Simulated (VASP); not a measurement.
Write the native input for VASP 6.6.1 that does the following.

| Property | Result |
| --- | --- |
| Task | single point |
| Functional | LDA |
| Potentials or basis | VASP PAW LDA potentials, release 64 (In_d) |
| Cutoff | 520 eV |
| k mesh | 5 × 5 × 5 |
| Occupations | fermi-dirac, width 0.05 eV |
| Spin | no spin polarisation |
| Dipole correction | no |
| Further INCAR settings | ALGO = Fast; EDIFF = 1e-06; NBANDS = 26 |

The structure of In lies in POSCAR:

```
In
1.0
    1.6696368166      0.9639652655      8.2074632500
   -1.6696368166      0.9639652655      8.2074632500
    0.0000000000     -1.9279305310      8.2074632500
In
3
Direct
    0.2219877600      0.2219877600      0.2219877600
    0.7780122400      0.7780122400      0.7780122400
    0.0000000000      0.0000000000      0.0000000000
```

These files were run (other wordings do the same):

INCAR

```
SYSTEM = In
ALGO = Fast ; EDIFF = 1E-6
ENCUT = 520 ; ISIF = 2
ISMEAR = -1 ; LASPH = .TRUE.
LCHARG = .TRUE. ; LELF = .TRUE.
LREAL = .FALSE. ; LVHAR = .TRUE.
LWAVE = .FALSE. ; NBANDS = 26
NELM = 60 ; PREC = Accurate
SIGMA = 0.05
```

KPOINTS

```
k-points
0
G
  5 5 5
  0 0 0
```

Potentials or basis: VASP PAW LDA potentials, release 64 (In_d).

Command:

```sh
$ cat potpaw_LDA.64/In_d/POTCAR > POTCAR
$ mpirun -np 1 vasp_std > vasp.out
```

Results of the run:

The pressure is -2.7 GPa. The largest force is 0.058 eV/Å.

Caveat: the k points lie up to 0.44 Å⁻¹ apart.

Wall time 6.9 min on 1 thread of AMD EPYC 7R13 Processor (Zen 3) (shared host), peak memory 0.36 GiB.
